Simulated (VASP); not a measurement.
A run of VASP 6.6.1:

File INCAR:

```
PREC = Accurate ; ENCUT = 520
EDIFF = 1E-6 ; ISMEAR = -1
SIGMA = 0.05 ; LREAL = Auto
LASPH = T ; NELM = 150
ALGO = Normal ; ISIF = 2
LWAVE = F ; LCHARG = F
ISPIN = 2 ; MAGMOM = 0 0 0 0 0 0 0 0 0 0 0 0 0 0 0 0 1
LORBIT = 11 ; LMAXMIX = 4
GGA = PE ; NBANDS = 56
```

File KPOINTS:

```
Automatic mesh
0
Gamma
  2 2 2
```

File POSCAR:

```
CuSi16
1.0
    0.0000000000      5.4300000000      5.4300000000
    5.4300000000      0.0000000000      5.4300000000
    5.4300000000      5.4300000000      0.0000000000
Si Cu
16 1
Direct
    0.0008070792     -0.0004514581     -0.0009059900
    0.1226830085      0.1248608572      0.1262413558
    0.0008088605     -0.0004342348      0.5005768236
    0.1259776929      0.1231972914      0.6254354863
   -0.0085988836      0.5027065460      0.0029399268
    0.1236784531      0.6252133785      0.1266764774
    0.0010991242      0.4968782983      0.5010158928
    0.1236973908      0.6252313580      0.6244033124
    0.5005812124     -0.0018386092      0.0006309983
    0.6264829443      0.1243719717      0.1261921844
    0.4996300899     -0.0006500190      0.5005222309
    0.6264840313      0.1244079684      0.6229411513
    0.5022222181      0.5020122983      0.0024328295
    0.6225608346      0.6287841591      0.1242662908
    0.5022557343      0.5020634219      0.4932020338
    0.6267560859      0.6250064605      0.6240950554
    0.3711053237      0.3814379119      0.8736338406
```

Potentials or basis: VASP PAW PBE potentials, release 64 (Si, Cu).

Command:

```console
$ cat potpaw_PBE.64/Si/POTCAR potpaw_PBE.64/Cu/POTCAR > POTCAR
$ mpirun -np 1 vasp_std > vasp.out
```

Hardware: 1 thread of Oxide Virtual Turin-like Processor (shared host).

Problem. Estimate the wall time of this run.

Solution. Run time: 24 min on 1 thread of Oxide Virtual Turin-like Processor, with other jobs on the host, peak memory 0.68 GiB. Counts: scf iterations 22, k points 8.
